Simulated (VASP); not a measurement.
Sn, 2 atoms in the cell. The structure is monoclinic, space group C2/c (No. 15). The conventional cell has a = 3.190 Å, b = 9.931 Å, c = 3.637 Å, α = 90.00°, β = 90.42°, γ = 90.00°. Within 4.2 Å of Sn (site symmetry 2) lie 10 Sn at 3.19 to 3.64 Å. 

| Quantity | Value |
| --- | --- |
| Program | VASP 6.6.1 |
| Task | single point |
| Functional | PBE |
| Potentials or basis | VASP PAW PBE potentials, release 64 (Sn_d) |
| Cutoff | 520 eV |
| k mesh | 6 × 6 × 4 |
| Occupations | gaussian, width 0.1 eV |
| Spin | no spin polarisation |
| Dipole correction | no |
| Further INCAR settings | ALGO = Normal; EDIFF = 1e-07; NBANDS = 21 |

Potentials or basis: VASP PAW PBE potentials, release 64 (Sn_d).

The run is started by

```sh
$ cat potpaw_PBE.64/Sn_d/POTCAR > POTCAR
$ mpirun -np 1 vasp_std > vasp.out
```

Hardware: 1 thread of Intel(R) Xeon(R) Platinum 8488C (Sapphire Rapids), on a shared host.

**Question.** Estimate the wall time of this run.

**Answer.** Wall time 50 s on 1 thread of Intel(R) Xeon(R) Platinum 8488C (Sapphire Rapids), on a shared host, peak memory 0.21 GiB. Counts: scf iterations 13, k points 47.
